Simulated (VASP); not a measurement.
# Ta (I4/mmm) in VASP: a series of runs

The runs below take Ta through single point, with PBE.

Program: VASP 6.6.1. These are calculated values, not measurements. Logs are shortened: lines on timing, memory, paths and dates and some standing lists are left out, and cuts for length are marked.

## Step 1: The cell of the first run

It takes space group I4/mmm (No. 139, tetragonal). Conventional cell: a = 3.303 Å, b = 3.303 Å, c = 3.253 Å, α = 90.00°, β = 90.00°, γ = 90.00°. Ta (site symmetry 4/mmm) has 14 Ta at 2.85 to 3.30 Å within 3.7 Å.

## Step 2: Single point, PBE (strain -0.0150 x Voigt [1, 0, 0, 0, 0, 0])

INCAR reads:

```
PREC = Accurate
ENCUT = 520
EDIFF = 1E-6
ISMEAR = 0
SIGMA = 0.15
LREAL = False
LASPH = True
NELM = 60
ALGO = Normal
ISIF = 2
LWAVE = False
LCHARG = False
GGA = PE
NBANDS = 12
```

KPOINTS reads:

```
regular mesh
0
Gamma
  20 20 20
```

POSCAR reads:

```
Ta
1.0
   -1.6265108000      1.6512800000      1.6512800000
    1.6265108000     -1.6512800000      1.6512800000
    1.6265108000      1.6512800000     -1.6512800000
Ta
1
Direct
    0.0000000000      0.0000000000      0.0000000000
```

Potentials or basis: VASP PAW PBE potentials, release 64 (Ta_pv).

Launch:

```console
$ cat potpaw_PBE.64/Ta_pv/POTCAR > POTCAR
$ mpirun -np 1 vasp_std > vasp.out
```

OUTCAR:

```text
PREC = Accurate
   ENCUT = 520
   EDIFF = 1E-6
   ISMEAR = 0
   LREAL = False
   LASPH = True
   NELM = 60
   ISIF = 2
   GGA = PE

 ion  position               nearest neighbor table
   1  0.000  0.000  0.000-

  LATTYP: Found a body centered tetragonal cell.
 ALAT       =     3.3025600000
 C/A-ratio  =     0.9850000000

  Lattice vectors:

 A1 = (  -1.6265108000,   1.6512800000,  -1.6512800000)
 A2 = (  -1.6265108000,  -1.6512800000,   1.6512800000)
 A3 = (   1.6265108000,   1.6512800000,   1.6512800000)

Analysis of symmetry for initial positions (statically):
=====================================================================
 Subroutine PRICEL returns:
 Original cell was already a primitive cell.

 Routine SETGRP: Setting up the symmetry group for a
 body centered tetragonal supercell.

 Subroutine GETGRP returns: Found 16 space group operations
 (whereof 16 operations were pure point group operations)
 out of a pool of 16 trial point group operations.

The static configuration has the point symmetry D_4h.

Analysis of symmetry for dynamics (positions and initial velocities):
=====================================================================
 Subroutine PRICEL returns:
 Original cell was already a primitive cell.

 Routine SETGRP: Setting up the symmetry group for a
 body centered tetragonal supercell.

 Subroutine GETGRP returns: Found 16 space group operations
 (whereof 16 operations were pure point group operations)
 out of a pool of 16 trial point group operations.

The dynamic configuration has the point symmetry D_4h.

 Subroutine INISYM returns: Found 16 space group operations
 (whereof 16 operations are pure point group operations),
 and found     1 'primitive' translations

----------------------------------------------------------------------------------------

                                     Primitive cell

  volume of cell :      17.7402

  direct lattice vectors                    reciprocal lattice vectors
    -1.626510800  1.651280000  1.651280000     0.000000000  0.302795407  0.302795407
     1.626510800 -1.651280000  1.651280000     0.307406505  0.000000000  0.302795407
     1.626510800  1.651280000 -1.651280000     0.307406505  0.302795407  0.000000000

  length of vectors
     2.845872214  2.845872214  2.845872214     0.428217371  0.431490229  0.431490229

  position of ions in fractional coordinates (direct lattice)
     0.000000000  0.000000000  0.000000000

  ion indices of the primitive-cell ions
   primitive index   ion index
[... 82 lines left out ...]
   TEBEG  =    0.0;   TEEND  =   0.0 temperature during run
   PSTRESS=    0.0 pullay stress
   NELECT =      11.0000    total number of electrons
   NUPDOWN=      -1.0000    fix difference up-down
   EMIN   =  10.00;   EMAX   =-10.00  energy-range for DOS
   EFERMI =   0.00;   METHOD = LEGACY
   ISMEAR =     0;   SIGMA  =   0.15  broadening in eV -4-tet -1-fermi 0-gaus
   EFERMI_NEDOS =   21; number of points for ismear=-14 and -15
   IALGO  =     38    algorithm
   IMIX   =      4    mixing-type and parameters
     AMIX     =   0.40;   BMIX     =  1.00
     AMIX_MAG =   1.60;   BMIX_MAG =  1.00
  volume/ion in A,a.u.               =      17.74       119.72
  Fermi-wavevector in a.u.,A,eV,Ry     =   1.396003  2.638063 26.515355  1.948824
  Thomas-Fermi vector in A             =   2.519399
   LORBIT       =      0    0 simple, 1 ext, 2 COOP (PROOUT), +10 PAW based schemes
   GGA     = PE    functional components
   LHFCALC =     F    Hartree Fock is set to
   AEXX    =    0.0000 exact exchange contribution
   IVDW    =     0    specifies the selected vdW correction
   LEPSILON=     F    determine dielectric tensor
   LRPA    =     F    only Hartree local field effects (RPA)
 non-spin polarized calculation
 Gauss-broadening in eV      SIGMA  =   0.15
  energy-cutoff  :      520.00
  volume of cell :       17.74
 maximum number of plane-waves:       488
 NGX is ok and might be reduce to    24
   NGX = 11   NGY = 11   NGZ = 11

 number of electron      11.0000002 magnetization

 Free energy of the ion-electron system (eV)
  ---------------------------------------------------
  ext. energy  EPLUGINS =         0.00000000
  ---------------------------------------------------
  free energy    TOTEN  =       -11.80811487 eV

  energy without entropy =      -11.79380467  energy(sigma->0) =      -11.80095977

 E-fermi :   5.6002     XC(G=0): -12.6962

 val. band max:        5.5924491683   @ k =   0.3500  -0.0500   0.0500
 cond. band min:       5.6015056098   @ k =   0.4000  -0.2500   0.1000
 fundamental gap:      0.0090564415
 Fermi energy:         5.6001555080

 k-point     1 :       0.0000    0.0000    0.0000
  band No.  band energies     occupation
      1     -27.4034      2.00000
      2     -27.4034      2.00000
      3     -27.3993      2.00000
      4      -2.3644      2.00000
      5       6.2150      0.00000
      6       6.4123      0.00000
      7       6.4123      0.00000
      8       9.5330      0.00000
      9       9.8056      0.00000
     10      20.3580      0.00000
     11      20.6018      0.00000
     12      20.6018      0.00000
[... 331 lines left out ...]
 k-point    24 :       0.1000    0.1000    0.0000
  band No.  band energies     occupation
      1     -27.7522      2.00000
      2     -27.4853      2.00000
      3     -27.4319      2.00000
      4      -1.0972      2.00000
      5       5.6724      0.49575
      6       5.8122      0.04559
      7       7.7481      0.00000
      8       8.7278      0.00000
      9       9.9030      0.00000
     10      20.3569      0.00000
     11      21.6876      0.00000
     12      22.5590      0.00000

 [... further k-points ...]

------------------------ aborting loop because EDIFF is reached ----------------------------------------

  FORCE on cell =-STRESS in cart. coord.  units (eV):
  Direction    XX          YY          ZZ          XY          YZ          ZX
  --------------------------------------------------------------------------------------
  -------------------------------------------------------------------------------------
  Total        0.8676534      0.6516804      0.6516804      0.0000000      0.0000000     -0.0000000
  in kB       78.3607259     58.8554751     58.8554751      0.0000000      0.0000000     -0.0000000
  external PRESSURE =      65.3572254 kB  Pullay stress =       0.0000000 kB

 VOLUME and BASIS-vectors are now :
 -----------------------------------------------------------------------------
  energy-cutoff  :      520.00
  volume of cell :       17.74
      direct lattice vectors                 reciprocal lattice vectors
    -1.626510800  1.651280000  1.651280000     0.000000000  0.302795407  0.302795407
     1.626510800 -1.651280000  1.651280000     0.307406505  0.000000000  0.302795407
     1.626510800  1.651280000 -1.651280000     0.307406505  0.302795407  0.000000000

 POSITION                                       TOTAL-FORCE (eV/Angst)
 -----------------------------------------------------------------------------------
      0.00000      0.00000      0.00000        -0.000000      0.000000     -0.000000
 -----------------------------------------------------------------------------------
    total drift:                               -0.000000      0.000000     -0.000000

  FREE ENERGIE OF THE ION-ELECTRON SYSTEM (eV)
  ---------------------------------------------------
  free  energy   TOTEN  =       -11.8081148705 eV

  energy  without entropy=      -11.7938046714  energy(sigma->0) =      -11.80095977
```

OSZICAR:

```text
N       E                     dE             d eps       ncg     rms          rms(c)
DAV:   1     0.611749020253E+02    0.61175E+02   -0.61100E+03 15440   0.877E+02
DAV:   2    -0.112196196180E+02   -0.72395E+02   -0.70557E+02 17192   0.245E+02
DAV:   3    -0.122547903608E+02   -0.10352E+01   -0.10252E+01 18300   0.277E+01
DAV:   4    -0.122574554087E+02   -0.26650E-02   -0.26648E-02 17128   0.156E+00
DAV:   5    -0.122574639043E+02   -0.84956E-05   -0.84962E-05 18176   0.836E-02    0.139E+01
DAV:   6    -0.119147587725E+02    0.34271E+00   -0.27424E-01 18072   0.567E+00    0.681E+00
DAV:   7    -0.118090553661E+02    0.10570E+00   -0.25174E-01 17964   0.507E+00    0.380E-01
DAV:   8    -0.118081413702E+02    0.91400E-03   -0.71794E-03 16524   0.718E-01    0.135E-01
DAV:   9    -0.118081217192E+02    0.19651E-04   -0.11258E-04 18144   0.116E-01    0.273E-02
DAV:  10    -0.118081148810E+02    0.68382E-05   -0.34698E-06 16940   0.205E-02    0.280E-03
DAV:  11    -0.118081148705E+02    0.10558E-07   -0.14409E-07  9424   0.427E-03
   1 F= -.11808115E+02 E0= -.11800960E+02  d E =-.143102E-01
```

stdout:

```text
POSCAR found type information on POSCAR Ta
 POSCAR found :  1 types and       1 ions
 scaLAPACK will be used
 LDA part: xc-table for (Slater+PW92), standard interpolation
 POSCAR, INCAR and KPOINTS ok, starting setup
 FFT: planning ... GRIDC
 FFT: planning ... GRID_SOFT
 FFT: planning ... GRID
 WAVECAR not read
 entering main loop
```

Wall time 92 s (1 thread of Intel Xeon 8259CL, shared host); peak memory 0.25 GiB.

What came out:

| Quantity | Value |
| --- | --- |
| Free energy | -11.8081 eV |
| Pressure | 6.5 GPa |
| Band gap on the k mesh | zero (an odd number of electrons rules out a gap without spin polarisation) |

Stress tensor (GPa, compression positive):
```
7.84 0.00 0.00
0.00 5.89 0.00
0.00 0.00 5.89
```

Caveat: the cell differs from its parent crystal (strain -0.0150 x Voigt [1, 0, 0, 0, 0, 0]); the cell stands under pressure; spin-orbit coupling is left out, which moves the levels of the heavy elements.

[end of part 1 of 2]
